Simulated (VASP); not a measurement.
ZnO, 4 atoms in the cell. It takes space group P6_3mc (No. 186, hexagonal). Conventional cell: a = 3.384 Å, b = 3.384 Å, c = 4.950 Å, α = 90.00°, β = 90.00°, γ = 120.00°. Within 2.6 Å of Zn (site symmetry 3m) lie 4 O at 1.99 to 2.08 Å. O (site symmetry 3m) has 4 Zn at 1.99 to 2.08 Å within 2.6 Å.  This cell differs from its parent crystal: functional r2SCAN, strained.

| Quantity | Value |
| --- | --- |
| Program | VASP 6.6.1 |
| Task | single point |
| Functional | r2SCAN |
| Potentials or basis | VASP PAW PBE potentials, release 64 (Zn, O) |
| Cutoff | 520 eV |
| k mesh | 9 × 9 × 6 |
| Occupations | gaussian, width 0.02 eV |
| Spin | no spin polarisation |
| Dipole correction | no |
| Further INCAR settings | ALGO = Normal; EDIFF = 1e-06; NBANDS = 26 |

Potentials or basis: VASP PAW PBE potentials, release 64 (Zn, O).

Run with:

```sh
$ cat potpaw_PBE.64/Zn/POTCAR potpaw_PBE.64/O/POTCAR > POTCAR
$ cp INCAR.step1 INCAR
$ mpirun -np 1 vasp_std > vasp.out
$ cp INCAR.step2 INCAR
$ mpirun -np 1 vasp_std > vasp.out
```

Hardware: 1 thread of AMD EPYC 7R13, with other jobs on the host.

Q: How long does it take, and how much memory?

A: Run time: 11 min on 1 thread of AMD EPYC 7R13, on a shared host, peak memory 0.18 GiB. Counts: k points 48.
